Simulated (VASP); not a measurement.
# GdB (Fm-3m) in VASP: further runs

GdB is run at these levels: PBE+U; tasks: single point.

All numbers are computed with VASP 6.6.1; they aren't measurements. Logs are shortened: lines on timing, memory, paths and dates and some standing lists are left out, and cuts for length are marked.

### 1 The cell of the first run

The structure is cubic, space group Fm-3m (No. 225). Conventional cell: a = 5.319 Å, b = 5.319 Å, c = 5.319 Å, α = 90.00°, β = 90.00°, γ = 90.00°. Within 3.5 Å of Gd (site symmetry m-3m) lie 6 B at 2.66 Å. B (site symmetry m-3m) has 6 Gd at 2.66 Å within 3.5 Å.

### 2 Single point, PBE+U, collinear spin, ferromagnetic start (18.81 Å³/atom)

INCAR

```
ALGO = Normal ; EDIFF = 1E-6
ENCUT = 520 ; GGA = PE
ISIF = 2 ; ISMEAR = 0
ISPIN = 2 ; LASPH = True
LCHARG = False ; LDAU = True
LDAUJ = 0 0 ; LDAUL = 3 -1
LDAUPRINT = 1 ; LDAUTYPE = 2
LDAUU = 6 0 ; LMAXMIX = 6
LORBIT = 11 ; LREAL = False
LWAVE = False ; MAGMOM = 7.88 0.47
NBANDS = 22 ; NELM = 150
PREC = Accurate ; SIGMA = 0.05
```

KPOINTS

```
k-points
0
Gamma
  10 10 10
```

POSCAR

```
GdB
1.0
    0.0000000000      2.6594157075      2.6594157075
    2.6594157075      0.0000000000      2.6594157075
    2.6594157075      2.6594157075      0.0000000000
Gd B
1 1
Direct
    0.5000000000      0.5000000000      0.5000000000
    0.0000000000      0.0000000000      0.0000000000
```

Potentials or basis: VASP PAW PBE potentials, release 64 (Gd, B).

Command:

```bash
$ cat potpaw_PBE.64/Gd/POTCAR potpaw_PBE.64/B/POTCAR > POTCAR
$ mpirun -np 1 vasp_std > vasp.out
```

OUTCAR:

```text
EDIFF = 1E-6
   ENCUT = 520
   GGA = PE
   ISIF = 2
   ISMEAR = 0
   ISPIN = 2
   LASPH = True
   LORBIT = 11
   LREAL = False
   NELM = 150
   PREC = Accurate

 ion  position               nearest neighbor table
   1  0.500  0.500  0.500-   2 2.66   2 2.66   2 2.66   2 2.66   2 2.66   2 2.66
   2  0.000  0.000  0.000-   1 2.66   1 2.66   1 2.66   1 2.66   1 2.66   1 2.66

  LATTYP: Found a face centered cubic cell.
 ALAT       =     5.3188314150

  Lattice vectors:

 A1 = (   0.0000000000,   2.6594157075,   2.6594157075)
 A2 = (   2.6594157075,   0.0000000000,   2.6594157075)
 A3 = (   2.6594157075,   2.6594157075,   0.0000000000)

Analysis of symmetry for initial positions (statically):
=====================================================================
 Subroutine PRICEL returns:
 Original cell was already a primitive cell.

 Routine SETGRP: Setting up the symmetry group for a
 face centered cubic supercell.

 Subroutine GETGRP returns: Found 48 space group operations
 (whereof 48 operations were pure point group operations)
 out of a pool of 48 trial point group operations.

The static configuration has the point symmetry O_h .

Analysis of symmetry for dynamics (positions and initial velocities):
=====================================================================
 Subroutine PRICEL returns:
 Original cell was already a primitive cell.

 Routine SETGRP: Setting up the symmetry group for a
 face centered cubic supercell.

 Subroutine GETGRP returns: Found 48 space group operations
 (whereof 48 operations were pure point group operations)
 out of a pool of 48 trial point group operations.

The dynamic configuration has the point symmetry O_h .

Analysis of structural, dynamic, and magnetic symmetry:
=====================================================================
 Subroutine PRICEL returns:
 Original cell was already a primitive cell.

 Routine SETGRP: Setting up the symmetry group for a
 face centered cubic supercell.

 Subroutine GETGRP returns: Found 48 space group operations
 (whereof 48 operations were pure point group operations)
 out of a pool of 48 trial point group operations.

The overall configuration has the point symmetry O_h .

 Subroutine INISYM returns: Found 48 space group operations
 (whereof 48 operations are pure point group operations),
 and found     1 'primitive' translations

----------------------------------------------------------------------------------------

                                     Primitive cell

  volume of cell :      37.6174

  direct lattice vectors                    reciprocal lattice vectors
     0.000000000  2.659415708  2.659415708    -0.188011223  0.188011223  0.188011223
     2.659415708  0.000000000  2.659415708     0.188011223 -0.188011223  0.188011223
     2.659415708  2.659415708  0.000000000     0.188011223  0.188011223 -0.188011223

  length of vectors
     3.760981762  3.760981762  3.760981762     0.325644991  0.325644991  0.325644991
[... 114 lines left out ...]
   LEPSILON=     F    determine dielectric tensor
   LRPA    =     F    only Hartree local field effects (RPA)
 spin polarized calculation
 Gauss-broadening in eV      SIGMA  =   0.05
  energy-cutoff  :      520.00
  volume of cell :       37.62
 maximum number of plane-waves:      1031
   NGX = 13   NGY = 13   NGZ = 13

atom =   1  type =  1  l = 3

 onsite density matrix

spin component  1

  0.9894  0.0000 -0.0001 -0.0000  0.0000 -0.0000 -0.0000
  0.0000  0.9901  0.0000 -0.0000  0.0000  0.0000 -0.0000
 -0.0001  0.0000  0.9895 -0.0000  0.0000 -0.0000  0.0000
 -0.0000 -0.0000 -0.0000  0.9893  0.0000  0.0000 -0.0000
  0.0000  0.0000  0.0000  0.0000  0.9895 -0.0000  0.0001
 -0.0000  0.0000 -0.0000  0.0000 -0.0000  0.9896 -0.0000
 -0.0000 -0.0000  0.0000 -0.0000  0.0001 -0.0000  0.9894

spin component  2

  0.0024 -0.0000  0.0010 -0.0000  0.0000  0.0000 -0.0000
 -0.0000  0.0003 -0.0000  0.0000 -0.0000 -0.0000  0.0000
  0.0010 -0.0000  0.0018 -0.0000  0.0000  0.0000  0.0000
 -0.0000  0.0000 -0.0000  0.0031  0.0000 -0.0000 -0.0000
  0.0000 -0.0000  0.0000  0.0000  0.0018  0.0000 -0.0010
  0.0000 -0.0000  0.0000 -0.0000  0.0000  0.0011  0.0000
 -0.0000  0.0000  0.0000 -0.0000 -0.0010  0.0000  0.0024

 occupancies and eigenvectors

  o =  0.0003  v =  0.0000  0.0000  0.0000  0.0000  0.0000  0.0000  0.0000  0.0000 -1.0000 -0.0000  0.0000 -0.0000 -0.0000  0.0000      0.0000  0.0000  0.0000  0.0000  0.0000  0.0000  0.0000  0.0000  0.0000  0.0000  0.0000  0.0000  0.0000  0.0000
  o =  0.0011  v =  0.0000  0.0000  0.0000  0.0000  0.0000  0.0000  0.0000  0.0089 -0.0000 -0.0115  0.0000  0.7905 -0.0000  0.6123      0.0000  0.0000  0.0000  0.0000  0.0000  0.0000  0.0000  0.0000  0.0000  0.0000  0.0000  0.0000  0.0000  0.0000
  o =  0.0011  v =  0.0000  0.0000  0.0000  0.0000  0.0000  0.0000  0.0000  0.6123  0.0000 -0.7905 -0.0000 -0.0115  0.0000 -0.0089      0.0000  0.0000  0.0000  0.0000  0.0000  0.0000  0.0000  0.0000  0.0000  0.0000  0.0000  0.0000  0.0000  0.0000
  o =  0.0011  v =  0.0000  0.0000  0.0000  0.0000  0.0000  0.0000  0.0000  0.0000  0.0000 -0.0000 -0.0000 -0.0000 -1.0000 -0.0000      0.0000  0.0000  0.0000  0.0000  0.0000  0.0000  0.0000  0.0000  0.0000  0.0000  0.0000  0.0000  0.0000  0.0000
  o =  0.0031  v =  0.0000  0.0000  0.0000  0.0000  0.0000  0.0000  0.0000  0.0000  0.0000  0.0000  1.0000 -0.0000 -0.0000  0.0000      0.0000  0.0000  0.0000  0.0000  0.0000  0.0000  0.0000  0.0000  0.0000  0.0000  0.0000  0.0000  0.0000  0.0000
  o =  0.0031  v =  0.0000  0.0000  0.0000  0.0000  0.0000  0.0000  0.0000  0.0007  0.0000  0.0006 -0.0000 -0.6124 -0.0000  0.7906      0.0000  0.0000  0.0000  0.0000  0.0000  0.0000  0.0000  0.0000  0.0000  0.0000  0.0000  0.0000  0.0000  0.0000
  o =  0.0031  v =  0.0000  0.0000  0.0000  0.0000  0.0000  0.0000  0.0000 -0.7906  0.0000 -0.6124  0.0000 -0.0006 -0.0000  0.0007      0.0000  0.0000  0.0000  0.0000  0.0000  0.0000  0.0000  0.0000  0.0000  0.0000  0.0000  0.0000  0.0000  0.0000
  o =  0.9893  v =  0.0000  0.0000 -0.0000  1.0000 -0.0000  0.0000  0.0000  0.0000  0.0000  0.0000  0.0000  0.0000  0.0000  0.0000      0.0000  0.0000  0.0000  0.0000  0.0000  0.0000  0.0000  0.0000  0.0000  0.0000  0.0000  0.0000  0.0000  0.0000
  o =  0.9893  v = -0.7906  0.0000 -0.6124 -0.0000  0.0000 -0.0000 -0.0000  0.0000  0.0000  0.0000  0.0000  0.0000  0.0000  0.0000      0.0000  0.0000  0.0000  0.0000  0.0000  0.0000  0.0000  0.0000  0.0000  0.0000  0.0000  0.0000  0.0000  0.0000
  o =  0.9893  v =  0.0000 -0.0000  0.0000  0.0001  0.6124 -0.0000 -0.7906  0.0000  0.0000  0.0000  0.0000  0.0000  0.0000  0.0000      0.0000  0.0000  0.0000  0.0000  0.0000  0.0000  0.0000  0.0000  0.0000  0.0000  0.0000  0.0000  0.0000  0.0000
  o =  0.9896  v = -0.6124 -0.0000  0.7906  0.0000 -0.0000  0.0000  0.0000  0.0000  0.0000  0.0000  0.0000  0.0000  0.0000  0.0000      0.0000  0.0000  0.0000  0.0000  0.0000  0.0000  0.0000  0.0000  0.0000  0.0000  0.0000  0.0000  0.0000  0.0000
  o =  0.9896  v =  0.0000 -0.0000 -0.0000  0.0000  0.7906 -0.0017  0.6124  0.0000  0.0000  0.0000  0.0000  0.0000  0.0000  0.0000      0.0000  0.0000  0.0000  0.0000  0.0000  0.0000  0.0000  0.0000  0.0000  0.0000  0.0000  0.0000  0.0000  0.0000
  o =  0.9896  v =  0.0000 -0.0000  0.0000  0.0000 -0.0013 -1.0000 -0.0010  0.0000  0.0000  0.0000  0.0000  0.0000  0.0000  0.0000      0.0000  0.0000  0.0000  0.0000  0.0000  0.0000  0.0000  0.0000  0.0000  0.0000  0.0000  0.0000  0.0000  0.0000
  o =  0.9901  v =  0.0000 -1.0000 -0.0000  0.0000 -0.0000  0.0000 -0.0000  0.0000  0.0000  0.0000  0.0000  0.0000  0.0000  0.0000      0.0000  0.0000  0.0000  0.0000  0.0000  0.0000  0.0000  0.0000  0.0000  0.0000  0.0000  0.0000  0.0000  0.0000

 number of electron      20.9999999 magnetization       8.2359674

 Free energy of the ion-electron system (eV)
  ---------------------------------------------------
  ext. energy  EPLUGINS =         0.00000000
  ---------------------------------------------------
  free energy    TOTEN  =       -17.30916904 eV

  energy without entropy =      -17.30480849  energy(sigma->0) =      -17.30698876

 E-fermi :   3.0630     XC(G=0): -10.7125

 val. band max:        3.0627080849   @ k =   0.5000   0.4000   0.0000
 cond. band min:       3.0681557803   @ k =  -0.4000   0.3000   0.0000
 fundamental gap:      0.0054476954
 Fermi energy:         3.0629630225

 spin component 1

 k-point     1 :       0.0000    0.0000    0.0000
  band No.  band energies     occupation
      1     -41.0712      1.00000
      2     -18.2435      1.00000
      3     -18.2435      1.00000
      4     -18.2435      1.00000
      5      -4.9068      1.00000
      6      -3.6920      1.00000
[... 1193 lines left out ...]
     21      14.5921      0.00000
     22      15.4809      0.00000

 [... further k-points ...]

------------------------ aborting loop because EDIFF is reached ----------------------------------------

  FORCE on cell =-STRESS in cart. coord.  units (eV):
  Direction    XX          YY          ZZ          XY          YZ          ZX
  --------------------------------------------------------------------------------------
  -------------------------------------------------------------------------------------
  Total        1.0221250      1.0221250      1.0221250      0.0000000     -0.0000000     -0.0000000
  in kB       43.5337329     43.5337329     43.5337329      0.0000000     -0.0000000     -0.0000000
  external PRESSURE =      43.5337329 kB  Pullay stress =       0.0000000 kB

 VOLUME and BASIS-vectors are now :
 -----------------------------------------------------------------------------
  energy-cutoff  :      520.00
  volume of cell :       37.62
      direct lattice vectors                 reciprocal lattice vectors
     0.000000000  2.659415708  2.659415708    -0.188011223  0.188011223  0.188011223
     2.659415708  0.000000000  2.659415708     0.188011223 -0.188011223  0.188011223
     2.659415708  2.659415708  0.000000000     0.188011223  0.188011223 -0.188011223

 POSITION                                       TOTAL-FORCE (eV/Angst)
 -----------------------------------------------------------------------------------
      2.65942      2.65942      2.65942        -0.000000     -0.000000     -0.000000
      0.00000      0.00000      0.00000         0.000000      0.000000      0.000000
 -----------------------------------------------------------------------------------
    total drift:                                0.000000      0.000000      0.000000

  FREE ENERGIE OF THE ION-ELECTRON SYSTEM (eV)
  ---------------------------------------------------
  free  energy   TOTEN  =       -17.3091690362 eV

  energy  without entropy=      -17.3048084901  energy(sigma->0) =      -17.30698876

 total charge

# of ion       s       p       d       f       tot
--------------------------------------------------
    1        2.047   5.619   0.625   6.934  15.225
    2        0.786   0.880   0.000   0.000   1.666
--------------------------------------------------
tot          2.834   6.499   0.625   6.934  16.892

 magnetization (x)

# of ion       s       p       d       f       tot
--------------------------------------------------
    1       -0.005  -0.044   0.228   6.909   7.087
    2       -0.002   0.259   0.000   0.000   0.256
--------------------------------------------------
tot         -0.008   0.214   0.228   6.909   7.343
```

Run time: 84 s. Hardware: 1 thread of AMD EPYC 9R45 (Zen 5), shared host; peak memory 0.2 GiB.

What came out:

```yaml
Free_energy: -17.3092 eV
Pressure: 4.4 GPa
Net_moment: 8.24 μB per cell
Site_moments: Gd +7.09; B +0.26 μB
Valence_electrons_inside_the_program's_atomic_spheres: Gd 15.22; B 1.67
```

Levels at points of the mesh, in eV from the Fermi level:
Spin up:
| k point | band 11 | band 12 | band 13 | band 14 | band 15 | band 16 | band 17 | band 18 | band 19 | band 20 |
| --- | --- | --- | --- | --- | --- | --- | --- | --- | --- | --- |
| (0.00, 0.00, 0.00) | -6.64 | -6.64 | 1.93 | 1.93 | 1.93 | 2.26 | 2.26 | 2.26 | 3.46 | 3.46 |
| (0.50, 0.00, 0.00) | -6.64 | -4.59 | -3.71 | -1.25 | -1.25 | 5.14 | 5.14 | 5.70 | 6.06 | 10.38 |
| (0.50, 0.50, 0.00) | -6.67 | -6.41 | -0.86 | -0.57 | 1.29 | 1.29 | 4.99 | 6.24 | 6.24 | 7.62 |
Spin down:
```
           k point  band 2  band 3  band 4  band 5  band 6  band 7  band 8  band 9  band 10  band 11
(0.00, 0.00, 0.00)  -18.90  -18.90  -18.90   -7.07    2.27    2.27    2.27    3.04     3.04     3.04
(0.50, 0.00, 0.00)  -19.60  -18.97  -18.97   -3.81   -2.77   -0.35   -0.35    4.09     4.44     4.44
(0.50, 0.50, 0.00)  -19.51  -19.14  -19.14   -5.60    0.23    0.44    1.80    1.80     4.53     4.57
```

Eigenvalues of the final occupation matrices:
| site | spin | trace | eigenvalues |
| --- | --- | --- | --- |
| site 1 f | 1 | 6.93 | 0.99 0.99 0.99 0.99 0.99 0.99 0.99 |
| site 1 f | 2 | 0.01 | 0.00 0.00 0.00 0.00 0.00 0.00 0.00 |

Caveat: the cell stands under pressure; spin-orbit coupling is left out, which moves the levels of the heavy elements; a cell with one magnetic atom can't hold antiferromagnetic order, which such compounds often take. The state reached can hang on the start; a lower one may exist.

### 3 Single point, PBE+U, collinear spin, ferromagnetic start (19.11 Å³/atom)

This run uses another cell than the first one, of 19.11 Å³/atom.

INCAR

```
PREC = Accurate ; ENCUT = 520
EDIFF = 1E-7 ; ISMEAR = 0
SIGMA = 0.05 ; LREAL = False
LASPH = True ; NELM = 150
ALGO = Normal ; ISIF = 2
LWAVE = False ; LCHARG = False
ISPIN = 2 ; MAGMOM = 7.87 0.45
LORBIT = 11 ; LMAXMIX = 6
LDAU = True ; LDAUTYPE = 2
LDAUL = 3 -1 ; LDAUU = 6 0
LDAUJ = 0 0 ; LDAUPRINT = 1
GGA = PE ; NBANDS = 22
```

KPOINTS

```
regular mesh
0
Gamma
  10 10 10
```

POSCAR

```
GdB
1.0
    0.0000000000      2.6734128901      2.6734128901
    2.6734128901      0.0000000000      2.6734128901
    2.6734128901      2.6734128901      0.0000000000
Gd B
1 1
Direct
    0.5000000000      0.5000000000      0.5000000000
    0.0000000000      0.0000000000      0.0000000000
```

Potentials or basis: VASP PAW PBE potentials, release 64 (Gd, B).

Command:

```bash
$ cat potpaw_PBE.64/Gd/POTCAR potpaw_PBE.64/B/POTCAR > POTCAR
$ mpirun -np 1 vasp_std > vasp.out
```

OUTCAR:

```text
PREC = Accurate
   ENCUT = 520
   EDIFF = 1E-7
   ISMEAR = 0
   LREAL = False
   LASPH = True
   NELM = 150
   ISIF = 2
   ISPIN = 2
   LORBIT = 11
   GGA = PE

 ion  position               nearest neighbor table
   1  0.500  0.500  0.500-   2 2.67   2 2.67   2 2.67   2 2.67   2 2.67   2 2.67
   2  0.000  0.000  0.000-   1 2.67   1 2.67   1 2.67   1 2.67   1 2.67   1 2.67

  LATTYP: Found a face centered cubic cell.
 ALAT       =     5.3468257802

  Lattice vectors:

 A1 = (   0.0000000000,   2.6734128901,   2.6734128901)
[... 1461 lines left out ...]
 VOLUME and BASIS-vectors are now :
 -----------------------------------------------------------------------------
  energy-cutoff  :      520.00
  volume of cell :       38.21
      direct lattice vectors                 reciprocal lattice vectors
     0.000000000  2.673412890  2.673412890    -0.187026853  0.187026853  0.187026853
     2.673412890  0.000000000  2.673412890     0.187026853 -0.187026853  0.187026853
     2.673412890  2.673412890  0.000000000     0.187026853  0.187026853 -0.187026853

 POSITION                                       TOTAL-FORCE (eV/Angst)
 -----------------------------------------------------------------------------------
      2.67341      2.67341      2.67341        -0.000000      0.000000     -0.000000
      0.00000      0.00000      0.00000         0.000000     -0.000000      0.000000
 -----------------------------------------------------------------------------------
    total drift:                                0.000000      0.000000      0.000000

  FREE ENERGIE OF THE ION-ELECTRON SYSTEM (eV)
  ---------------------------------------------------
  free  energy   TOTEN  =       -17.3233739071 eV

  energy  without entropy=      -17.3182275672  energy(sigma->0) =      -17.32080074

 total charge

# of ion       s       p       d       f       tot
--------------------------------------------------
    1        2.046   5.621   0.611   6.934  15.212
    2        0.784   0.873   0.000   0.000   1.657
--------------------------------------------------
tot          2.830   6.494   0.611   6.934  16.869

 magnetization (x)

# of ion       s       p       d       f       tot
--------------------------------------------------
    1       -0.005  -0.050   0.222   6.910   7.077
    2       -0.002   0.250   0.000   0.000   0.248
--------------------------------------------------
tot         -0.008   0.201   0.222   6.910   7.325
```

OSZICAR:

```text
N       E                     dE             d eps       ncg     rms          rms(c)
DAV:   1     0.118521270847E+03    0.11852E+03   -0.74507E+03  5856   0.482E+03
DAV:   2     0.436310219376E+01   -0.11416E+03   -0.10149E+03  5742   0.433E+02
DAV:   3    -0.107600250059E+02   -0.15123E+02   -0.14686E+02  6508   0.967E+01
DAV:   4    -0.129301870590E+02   -0.21702E+01   -0.21573E+01  7792   0.254E+01
[... 15 lines left out ...]
DAV:  20    -0.173233837395E+02    0.20913E-04   -0.71791E-05  7770   0.112E-01    0.189E+00
DAV:  21    -0.173233714850E+02    0.12254E-04   -0.74194E-05  6984   0.175E-01    0.296E-01
DAV:  22    -0.173233741624E+02   -0.26773E-05   -0.23263E-05  7968   0.663E-02    0.448E-02
DAV:  23    -0.173233738650E+02    0.29735E-06   -0.26678E-06  7848   0.204E-02    0.158E-02
DAV:  24    -0.173233739071E+02   -0.42073E-07   -0.97161E-08  4956   0.212E-03
   1 F= -.17323374E+02 E0= -.17320801E+02  d E =-.514634E-02  mag=     8.1908
```

Wall time 86 s (1 thread of AMD EPYC 9R45 (Zen 5), shared host); peak memory 0.2 GiB.

Results:

```
Free energy                                           : -17.3234 eV
Pressure                                              : 3.1 GPa
Net moment                                            : 8.19 μB per cell
Site moments                                          : Gd +7.08; B +0.25 μB
Valence electrons inside the program's atomic spheres : Gd 15.21; B 1.66
```

Levels at points of the mesh, in eV from the Fermi level:
Spin up:
```tsv
k point	band 13	band 14	band 15	band 16	band 17	band 18
(0.00, 0.00, 0.00)	1.95	1.95	1.95	2.25	2.25	2.25
(0.50, 0.00, 0.00)	-3.63	-1.19	-1.19	5.09	5.09	5.63
(0.50, 0.50, 0.00)	-0.86	-0.50	1.28	1.28	4.93	6.17
```
Spin down:
```tsv
k point	band 4	band 5	band 6	band 7	band 8	band 9
(0.00, 0.00, 0.00)	-18.94	-7.03	2.26	2.26	2.26	3.03
(0.50, 0.00, 0.00)	-19.01	-3.85	-2.74	-0.32	-0.32	4.06
(0.50, 0.50, 0.00)	-19.17	-5.56	0.18	0.47	1.78	1.78
```

Eigenvalues of the final occupation matrices:
```csv
site,spin,trace,eigenvalues
site 1 f,1,6.93,0.99 0.99 0.99 0.99 0.99 0.99 0.99
site 1 f,2,0.01,0.00 0.00 0.00 0.00 0.00 0.00 0.00
```

Caveat: the cell stands under pressure; spin-orbit coupling is left out, which moves the levels of the heavy elements; a cell with one magnetic atom can't hold antiferromagnetic order, which such compounds often take. The state reached can hang on the start; a lower one may exist.
